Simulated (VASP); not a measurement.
Here is a VASP 6.6.1 calculation.

The input INCAR:

```
PREC = Accurate ; ENCUT = 600
EDIFF = 1E-7 ; ISMEAR = 0
SIGMA = 0.15 ; LREAL = False
LASPH = True ; NELM = 80
ALGO = Normal ; ISIF = 3
LWAVE = False ; LCHARG = False
GGA = PE ; IBRION = 2
NSW = 36 ; EDIFFG = -0.08
```

The input KPOINTS:

```
Automatic mesh
0
Gamma
  3 3 3
```

The input POSCAR:

```
Ca5SiN2
1.0
    2.3750000000     -6.7000000000      0.0000000000
    2.3750000000      6.7000000000      0.0000000000
    0.0000000000      0.0000000000      4.7000000000
Ca Si N
5 1 2
Direct
    0.0000000000      0.0000000000      0.0000000000
    0.3350000000      0.6650000000      0.0000000000
    0.6650000000      0.3350000000      0.0000000000
    0.1650000000      0.8350000000      0.5000000000
    0.8350000000      0.1650000000      0.5000000000
    0.5000000000      0.5000000000      0.5000000000
    0.8350000000      0.1650000000      0.0000000000
    0.1650000000      0.8350000000      0.0000000000
```

Potentials or basis: VASP PAW PBE potentials, release 64 (Ca_sv, Si, N).

Command:

```console
$ cat potpaw_PBE.64/Ca_sv/POTCAR potpaw_PBE.64/Si/POTCAR potpaw_PBE.64/N/POTCAR > POTCAR
$ mpirun -np 1 vasp_std > vasp.out
```

Problem. Estimate the relaxed volume.

Solution. 22.05 Å³/atom.

Problem. Predict the space group after relaxing (to 0.1 Å).

Solution. Cmmm (No. 65).

Problem. What does it give for the band gap on the k mesh?

Solution. Zero (bands 32 and 33 overlap by 0.11 eV).

Final structure:
```
CELL_PARAMETERS angstrom
2.45685 -7.34256 0.00000
2.45685 7.34256 0.00000
0.00000 0.00000 4.88950
ATOMIC_POSITIONS crystal
Ca 0.00000 0.00000 0.00000
Ca 0.33045 0.66955 0.00000
Ca 0.66955 0.33045 0.00000
Ca 0.13827 0.86173 0.50000
Ca 0.86173 0.13827 0.50000
Si 0.50000 0.50000 0.50000
N 0.83581 0.16419 0.00000
N 0.16419 0.83581 0.00000
```

Caveat: the k points lie up to 0.45 Å⁻¹ apart in the final cell; the cell differs from its parent crystal (built by hand: sheared layered antiperovskite (Cmmm, No. 65)); the volume moved by over 15 % at a fixed basis, so the end points are rough.
